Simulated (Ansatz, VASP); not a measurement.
Hg: VASP beside Ansatz

```xyz
3
Lattice="4.7303 0.0000 0.0000 -2.3652 4.0966 0.0000 0.0000 0.0000 2.7376" Properties=species:S:1:pos:R:3 pbc="T T T"
Hg    0.0000    0.0000    0.0000
Hg    0.0000    2.7311    1.3688
Hg    2.3652    1.3655    1.3688
```

Change from the starting cell: volume scaled by 0.6, PAW files.

Alike in both runs: task single point; functional PBE; k mesh 7 × 7 × 10; occupations fermi-dirac, width 0.05 eV; no spin polarisation.

|  | VASP | Ansatz |
| --- | --- | --- |
| version | VASP 6.6.1 | Ansatz 0.2.0 |
| potentials or method | VASP PAW PBE potentials, release 64 (Hg_sv_GW) | PAW with Ansatz's default frozen-core files, scalar-relativistic |
| plane-wave cutoff (eV) | 550 | 420 |
| valence electrons in the cell | 60 | 60 |

Ansatz gave:

- pressure (GPa): 41.4
- traceless stress, the component that is largest in VASP (GPa): 0.10

Problem. Which values does VASP return?

Solution. Pressure (GPa): 41.0; traceless stress, the component that is largest in VASP (GPa): 0.18.

Both programs put the cell under a high pressure, so it lies far from rest at this level.

Spin-orbit coupling is off throughout.
